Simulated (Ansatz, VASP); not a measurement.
# Sr: VASP beside Ansatz

Contents of INCAR:

```
PREC     = Accurate       # precision mode
ENCUT    = 520            # plane-wave cutoff, eV
EDIFF    = 1E-6           # SCF threshold, eV
ISMEAR   = -1             # smearing method
SIGMA    = 0.1            # smearing width, eV
LREAL    = F              # projectors in reciprocal space
LASPH    = T              # aspherical terms in the spheres
NELM     = 60             # most SCF steps
ALGO     = Normal         # electronic algorithm
ISIF     = 2              # what is computed and relaxed
LWAVE    = F              # write WAVECAR
LCHARG   = F              # write CHGCAR
GGA      = RE             # functional
NBANDS   = 17             # bands
```

File KPOINTS:

```
Automatic mesh
0
Gamma
  7 7 7
```

Contents of POSCAR:

```
Sr
1.0
    0.0000000000      4.8315396080      4.8315396080
    4.8315396080      0.0000000000      4.8315396080
    4.8315396080      4.8315396080      0.0000000000
Sr
2
Direct
    0.1250000000      0.1250000000      0.1250000000
    0.8750000000      0.8750000000      0.8750000000
```

Input for Ansatz:

```yaml
crystal:
  lattice:
    - [0.0, 4.831539608, 4.831539608]
    - [4.831539608, 0.0, 4.831539608]
    - [4.831539608, 4.831539608, 0.0]
  atoms:
    - { symbol: Sr, position: [0.125, 0.125, 0.125] }
    - { symbol: Sr, position: [0.875, 0.875, 0.875] }
hamiltonian:
  xc: revpbe
  pseudopotentials:
    kind: paw
    azcp:
      Sr: "pseudopotentials/Sr.paw.azcp"
basis:
  ecutwfc: 420
  fft_grid_basis: typed
kpoints:
  mp_grid: { grid: [7, 7, 7], shift: [0, 0, 0] }
magnetization:
  spin_polarized: false
scf:
  occupations: { method: fermi_dirac, width: 0.1 }
  lower_state_search: "off"
output:
  stress: true
```

Alike in both runs: task single point; functional revPBE; k mesh 7 × 7 × 7; occupations fermi-dirac, width 0.1 eV; no spin polarisation.

```csv
,VASP,Ansatz
version,VASP 6.6.1,Ansatz 0.2.0
potentials or method,"VASP PAW PBE potentials, release 64 (Sr_sv), cutoff 520 eV","plane waves (420 eV) with PAW, scalar-relativistic"
valence electrons in the cell,20,20
```

|  | VASP | Ansatz | Ansatz less VASP |
| --- | --- | --- | --- |
| pressure (GPa) | 0.1 | 0.1 | 0.00 |

VASP's potentials were made for PBE, not for revPBE.
